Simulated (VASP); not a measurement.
# LiSc3 (Pm-3m) in VASP: notebook

Runs on LiSc3. Level: PBE. Tasks: single point.

All numbers are computed with VASP 6.6.1; they aren't measurements. Logs are shortened: lines on timing, memory, paths and dates and some standing lists are left out, and cuts for length are marked.

## 1. The cell of the first run

It takes space group Pm-3m (No. 221, cubic). The conventional cell has a = 4.091 Å, b = 4.091 Å, c = 4.091 Å, α = 90.00°, β = 90.00°, γ = 90.00°. Within 3.8 Å of Li (site symmetry m-3m) lie 12 Sc at 2.89 Å. Sc (site symmetry 4/mmm) has 4 Li at 2.89 Å and 8 Sc at 2.89 Å within 3.8 Å.

## 2. Single point, PBE

The input, INCAR:

```
  ALGO = Normal
  EDIFF = 1E-6
  ENCUT = 520
  GGA = PE
  ISIF = 2
  ISMEAR = 0
  LASPH = T
  LCHARG = F
  LREAL = F
  LWAVE = F
  NBANDS = 26
  NELM = 100
  PREC = Accurate
  SIGMA = 0.1
```

The input, KPOINTS:

```
k-points
0
Gamma
  4 4 4
```

The input, POSCAR:

```
LiSc3
1.0
    4.0907307234      0.0000000000      0.0000000000
    0.0000000000      4.0907307234      0.0000000000
    0.0000000000      0.0000000000      4.0907307234
Li Sc
1 3
Direct
    0.0000000000      0.0000000000      0.0000000000
    0.0000000000      0.5000000000      0.5000000000
    0.5000000000      0.0000000000      0.5000000000
    0.5000000000      0.5000000000      0.0000000000
```

Potentials or basis: VASP PAW PBE potentials, release 64 (Li_sv, Sc_sv).

On the command line:

```bash
cat potpaw_PBE.64/Li_sv/POTCAR potpaw_PBE.64/Sc_sv/POTCAR > POTCAR
mpirun -np 1 vasp_std > vasp.out
```

OUTCAR:

```text
EDIFF = 1E-6
   ENCUT = 520
   GGA = PE
   ISIF = 2
   ISMEAR = 0
   LASPH = T
   LREAL = F
   NELM = 100
   PREC = Accurate

 ion  position               nearest neighbor table
   1  0.000  0.000  0.000-   2 2.89   3 2.89   4 2.89   2 2.89   3 2.89   2 2.89   4 2.89   2 2.89
                             3 2.89   4 2.89   3 2.89   4 2.89
   2  0.000  0.500  0.500-   1 2.89   3 2.89   4 2.89   1 2.89   4 2.89   1 2.89   3 2.89   1 2.89
                             3 2.89   4 2.89   4 2.89   3 2.89
   3  0.500  0.000  0.500-   1 2.89   2 2.89   4 2.89   1 2.89   4 2.89   2 2.89   4 2.89   4 2.89
                             1 2.89   2 2.89   1 2.89   2 2.89
   4  0.500  0.500  0.000-   1 2.89   2 2.89   3 2.89   2 2.89   3 2.89   1 2.89   3 2.89   3 2.89
                             1 2.89   2 2.89   2 2.89   1 2.89

  LATTYP: Found a simple cubic cell.
 ALAT       =     4.0907307234

  Lattice vectors:

 A1 = (   4.0907307234,   0.0000000000,   0.0000000000)
 A2 = (   0.0000000000,   4.0907307234,   0.0000000000)
 A3 = (   0.0000000000,   0.0000000000,   4.0907307234)

Analysis of symmetry for initial positions (statically):
=====================================================================
 Subroutine PRICEL returns:
 Original cell was already a primitive cell.

 Routine SETGRP: Setting up the symmetry group for a
 simple cubic supercell.

 Subroutine GETGRP returns: Found 48 space group operations
 (whereof 48 operations were pure point group operations)
 out of a pool of 48 trial point group operations.

The static configuration has the point symmetry O_h .

Analysis of symmetry for dynamics (positions and initial velocities):
=====================================================================
 Subroutine PRICEL returns:
 Original cell was already a primitive cell.

 Routine SETGRP: Setting up the symmetry group for a
 simple cubic supercell.

 Subroutine GETGRP returns: Found 48 space group operations
 (whereof 48 operations were pure point group operations)
 out of a pool of 48 trial point group operations.

The dynamic configuration has the point symmetry O_h .

 Subroutine INISYM returns: Found 48 space group operations
 (whereof 48 operations are pure point group operations),
 and found     1 'primitive' translations

----------------------------------------------------------------------------------------

                                     Primitive cell

  volume of cell :      68.4546

  direct lattice vectors                    reciprocal lattice vectors
     4.090730723  0.000000000  0.000000000     0.244455103  0.000000000  0.000000000
     0.000000000  4.090730723  0.000000000     0.000000000  0.244455103  0.000000000
     0.000000000  0.000000000  4.090730723     0.000000000  0.000000000  0.244455103

  length of vectors
     4.090730723  4.090730723  4.090730723     0.244455103  0.244455103  0.244455103

  position of ions in fractional coordinates (direct lattice)
     0.000000000  0.000000000  0.000000000
     0.000000000  0.500000000  0.500000000
     0.500000000  0.000000000  0.500000000
     0.500000000  0.500000000  0.000000000

  ion indices of the primitive-cell ions
   primitive index   ion index
                 1           1
                 2           2
                 3           3
                 4           4

----------------------------------------------------------------------------------------

 KPOINTS: k-points

Automatic generation of k-mesh.
 Grid dimensions read from file:
 generate k-points for:    4    4    4

 Generating k-lattice:

  Cartesian coordinates                     Fractional coordinates (reciprocal lattice)
     0.061113776  0.000000000  0.000000000     0.250000000  0.000000000  0.000000000
     0.000000000  0.061113776  0.000000000     0.000000000  0.250000000  0.000000000
     0.000000000  0.000000000  0.061113776     0.000000000  0.000000000  0.250000000

  Length of vectors
     0.061113776  0.061113776  0.061113776

  Shift w.r.t. Gamma in fractional coordinates (k-lattice)
     0.000000000  0.000000000  0.000000000

 Subroutine IBZKPT returns following result:
 ===========================================

 Found     10 irreducible k-points:

 Following reciprocal coordinates:
            Coordinates               Weight
  0.000000  0.000000  0.000000      1.000000
  0.250000  0.000000  0.000000      6.000000
  0.500000  0.000000  0.000000      3.000000
  0.250000  0.250000  0.000000     12.000000
  0.500000  0.250000  0.000000     12.000000
  0.500000  0.500000  0.000000      3.000000
  0.250000  0.250000  0.250000      8.000000
  0.500000  0.250000  0.250000     12.000000
  0.500000  0.500000  0.250000      6.000000
  0.500000  0.500000  0.500000      1.000000
   k-points           NKPTS =     10   k-points in BZ     NKDIM =     10   number of bands    NBANDS=     26
   number of dos      NEDOS =    301   number of ions     NIONS =      4
   total plane-waves  NPLWV =  27000
   dimension x,y,z NGX =    30 NGY =   30 NGZ =   30
   dimension x,y,z NGXF=    60 NGYF=   60 NGZF=   60
   ions per type =               1   3
   NGX,Y,Z   is equivalent  to a cutoff of  12.19, 12.19, 12.19 a.u.
   NGXF,Y,Z  is equivalent  to a cutoff of  24.38, 24.38, 24.38 a.u.
 SYSTEM =  unknown system
   PREC   = accura    normal or accurate (medium, high low for compatibility)
   ISTART =      0    job   : 0-new  1-cont  2-samecut
   ICHARG =      2    charge: 1-file 2-atom 10-const
   ISPIN  =      1    spin polarized calculation?
   LNONCOLLINEAR =      F non collinear calculations
   LSORBIT =      F    spin-orbit coupling
   LASPH  =      T    aspherical Exc in radial PAW
   ENCUT  =  520.0 eV  38.22 Ry    6.18 a.u.   7.61  7.61  7.61*2*pi/ulx,y,z
   NELM   =    100;   NELMIN=  2; NELMDL= -5     # of ELM steps
   EDIFF  = 0.1E-05   stopping-criterion for ELM
   LREAL  =      F    real-space projection
   EDIFFG = 0.1E-04   stopping-criterion for IOM
   NSW    =      0    number of steps for IOM
   IBRION =     -1    ionic relax: 0-MD 1-quasi-New 2-CG
   NFREE  =      0    steps in history (QN), initial steepest desc. (CG)
   ISIF   =      2    stress and relaxation
   ISYM   =      2    0-nonsym 1-usesym 2-fastsym
   POTIM  = 0.5000    time-step for ionic-motion
   TEBEG  =    0.0;   TEEND  =   0.0 temperature during run
   PSTRESS=    0.0 pullay stress
   NELECT =      36.0000    total number of electrons
   NUPDOWN=      -1.0000    fix difference up-down
   EMIN   =  10.00;   EMAX   =-10.00  energy-range for DOS
   EFERMI =   0.00;   METHOD = LEGACY
   ISMEAR =     0;   SIGMA  =   0.10  broadening in eV -4-tet -1-fermi 0-gaus
   EFERMI_NEDOS =   21; number of points for ismear=-14 and -15
   IALGO  =     38    algorithm
   IMIX   =      4    mixing-type and parameters
     AMIX     =   0.40;   BMIX     =  1.00
     AMIX_MAG =   1.60;   BMIX_MAG =  1.00
  volume/ion in A,a.u.               =      17.11       115.49
  Fermi-wavevector in a.u.,A,eV,Ry     =   1.321422  2.497125 23.757886  1.746155
  Thomas-Fermi vector in A             =   2.451177
   LORBIT       =      0    0 simple, 1 ext, 2 COOP (PROOUT), +10 PAW based schemes
   GGA     = PE    functional components
   LHFCALC =     F    Hartree Fock is set to
   AEXX    =    0.0000 exact exchange contribution
   IVDW    =     0    specifies the selected vdW correction
   LEPSILON=     F    determine dielectric tensor
   LRPA    =     F    only Hartree local field effects (RPA)
 non-spin polarized calculation
 Gauss-broadening in eV      SIGMA  =   0.10
  energy-cutoff  :      520.00
  volume of cell :       68.45
 maximum number of plane-waves:      1856
   NGX = 15   NGY = 15   NGZ = 15

 number of electron      35.9999993 magnetization

 Free energy of the ion-electron system (eV)
  ---------------------------------------------------
  ext. energy  EPLUGINS =         0.00000000
  ---------------------------------------------------
  free energy    TOTEN  =       -18.51584515 eV

  energy without entropy =      -18.47824199  energy(sigma->0) =      -18.49704357

 E-fermi :   4.8483     XC(G=0): -10.5674

 val. band max:        4.8296667480   @ k =   0.2500   0.2500   0.0000
 cond. band min:       4.8684537979   @ k =   0.5000   0.0000   0.0000
 fundamental gap:      0.0387870499
 Fermi energy:         4.8483057597

 k-point     1 :       0.0000    0.0000    0.0000
  band No.  band energies     occupation
      1     -44.0155      2.00000
      2     -43.7609      2.00000
      3     -43.7609      2.00000
      4     -39.7700      2.00000
      5     -23.0193      2.00000
      6     -23.0193      2.00000
[... 18 lines left out ...]
     25       8.1072      0.00000
     26       8.1072      0.00000

 k-point     2 :       0.2500    0.0000    0.0000
  band No.  band energies     occupation
      1     -43.9830      2.00000
      2     -43.7933      2.00000
      3     -43.7604      2.00000
      4     -39.7703      2.00000
      5     -22.9556      2.00000
      6     -22.9556      2.00000
[... 18 lines left out ...]
     25       8.5886      0.00000
     26       8.6286      0.00000

 k-point     3 :       0.5000    0.0000    0.0000
  band No.  band energies     occupation
      1     -43.9303      2.00000
      2     -43.8458      2.00000
      3     -43.7599      2.00000
      4     -39.7706      2.00000
      5     -22.8701      2.00000
      6     -22.8701      2.00000
[... 18 lines left out ...]
     25       7.4476      0.00000
     26       8.1651      0.00000

 k-point     4 :       0.2500    0.2500    0.0000
  band No.  band energies     occupation
      1     -43.9541      2.00000
      2     -43.8028      2.00000
      3     -43.7788      2.00000
      4     -39.7705      2.00000
      5     -23.0072      2.00000
      6     -22.8880      2.00000
[... 18 lines left out ...]
     25       8.3184      0.00000
     26       8.4811      0.00000

 k-point     5 :       0.5000    0.2500    0.0000
  band No.  band energies     occupation
      1     -43.9051      2.00000
      2     -43.8451      2.00000
      3     -43.7845      2.00000
      4     -39.7707      2.00000
      5     -22.9577      2.00000
      6     -22.8153      2.00000
[... 18 lines left out ...]
     25       7.4368      0.00000
     26       8.3345      0.00000

 k-point     6 :       0.5000    0.5000    0.0000
  band No.  band energies     occupation
      1     -43.8447      2.00000
      2     -43.8443      2.00000
      3     -43.8443      2.00000
      4     -39.7708      2.00000
      5     -23.0167      2.00000
      6     -22.9155      2.00000
[... 18 lines left out ...]
     25       7.7574      0.00000
     26       7.7671      0.00000

 k-point     7 :       0.2500    0.2500    0.2500
  band No.  band energies     occupation
      1     -43.9298      2.00000
      2     -43.8022      2.00000
      3     -43.8022      2.00000
      4     -39.7706      2.00000
      5     -23.1138      2.00000
      6     -22.7702      2.00000
[... 18 lines left out ...]
     25       8.3622      0.00000
     26       8.4653      0.00000

 k-point     8 :       0.5000    0.2500    0.2500
  band No.  band energies     occupation
      1     -43.8869      2.00000
      2     -43.8443      2.00000
      3     -43.8016      2.00000
      4     -39.7705      2.00000
      5     -23.1383      2.00000
      6     -22.8290      2.00000
[... 18 lines left out ...]
     25       7.9685      0.00000
     26       8.0942      0.00000

 k-point     9 :       0.5000    0.5000    0.2500
  band No.  band energies     occupation
      1     -43.8438      2.00000
      2     -43.8436      2.00000
      3     -43.8436      2.00000
      4     -39.7705      2.00000
      5     -23.2311      2.00000
      6     -22.9149      2.00000
[... 18 lines left out ...]
     25       8.0337      0.00000
     26       8.0340      0.00000

 k-point    10 :       0.5000    0.5000    0.5000
  band No.  band energies     occupation
      1     -43.8430      2.00000
      2     -43.8430      2.00000
      3     -43.8430      2.00000
      4     -39.7704      2.00000
      5     -23.3650      2.00000
      6     -22.9144      2.00000
[... 18 lines left out ...]
     25       7.8117      0.00000
     26       7.8117      0.00000

------------------------ aborting loop because EDIFF is reached ----------------------------------------

  FORCE on cell =-STRESS in cart. coord.  units (eV):
  Direction    XX          YY          ZZ          XY          YZ          ZX
  --------------------------------------------------------------------------------------
  -------------------------------------------------------------------------------------
  Total        8.6399200      8.6399200      8.6399200     -0.0000000      0.0000000     -0.0000000
  in kB      202.2169829    202.2169829    202.2169829     -0.0000000      0.0000000     -0.0000000
  external PRESSURE =     202.2169829 kB  Pullay stress =       0.0000000 kB

 VOLUME and BASIS-vectors are now :
 -----------------------------------------------------------------------------
  energy-cutoff  :      520.00
  volume of cell :       68.45
      direct lattice vectors                 reciprocal lattice vectors
     4.090730723  0.000000000  0.000000000     0.244455103  0.000000000  0.000000000
     0.000000000  4.090730723  0.000000000     0.000000000  0.244455103  0.000000000
     0.000000000  0.000000000  4.090730723     0.000000000  0.000000000  0.244455103

 POSITION                                       TOTAL-FORCE (eV/Angst)
 -----------------------------------------------------------------------------------
      0.00000      0.00000      0.00000         0.000000      0.000000      0.000000
      0.00000      2.04537      2.04537         0.000000      0.000000      0.000000
      2.04537      0.00000      2.04537         0.000000      0.000000      0.000000
      2.04537      2.04537      0.00000         0.000000      0.000000      0.000000
 -----------------------------------------------------------------------------------
    total drift:                                0.000000      0.000000     -0.000000

  FREE ENERGIE OF THE ION-ELECTRON SYSTEM (eV)
  ---------------------------------------------------
  free  energy   TOTEN  =       -18.5158451523 eV

  energy  without entropy=      -18.4782419941  energy(sigma->0) =      -18.49704357
```

Run time: 30 s. Hardware: 1 thread of Intel Xeon 8259CL, shared host; peak memory 0.14 GiB.

Results:

```yaml
Free_energy: -18.5158 eV
Band_gap_on_the_k_mesh: zero (bands 18 and 19 overlap by 1.14 eV)
```

Levels at points of the mesh, in eV from the Fermi level:
```tsv
k point	band 15	band 16	band 17	band 18	band 19	band 20	band 21	band 22
(0.00, 0.00, 0.00)	-2.52	-0.78	-0.78	-0.44	-0.44	-0.44	2.90	2.90
(0.50, 0.00, 0.00)	-2.51	-1.41	0.02	0.02	0.05	0.73	1.44	1.44
(0.50, 0.50, 0.00)	-1.78	-1.04	-0.98	-0.11	0.45	0.68	0.68	1.68
(0.50, 0.50, 0.50)	-1.29	-1.29	-1.29	0.69	0.69	0.69	1.39	1.78
```

Caveat: the k points lie up to 0.38 Å⁻¹ apart, too coarse for converged energies and pressures of a metal; the cutoff is under 1.25 times the usual one of these potentials, so pressure, stress and relaxed cells hold a basis-set (Pulay) error.

(Continued in part 2 of 2.)
